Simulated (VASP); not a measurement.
The system is BeB.

```
CELL_PARAMETERS angstrom
0.00000 1.96664 1.96664
1.96664 0.00000 1.96664
1.96664 1.96664 0.00000
ATOMIC_POSITIONS crystal
Be 0.01953 0.99561 0.99040
B 0.27672 0.24990 0.22117
```

Base run:

* Program: VASP 6.6.1
* Functional: PBE
* Potentials or basis: VASP PAW PBE potentials, release 64 (Be, B)
* Cutoff: 520 eV
* k mesh: 8 × 8 × 8
* Occupations: gaussian, width 0.05 eV
* Spin: no spin polarisation

Its results: pressure 62.3 GPa; largest force 0.586 eV/Å.

Task: The run is repeated on the same cell with these changes: functional from PBE to r2SCAN. What comes out?

Result: Pressure 64.6 GPa; largest force 0.585 eV/Å.

Caveats: the PAW data sets were made with another functional, which shifts forces and pressure a little (some runs).
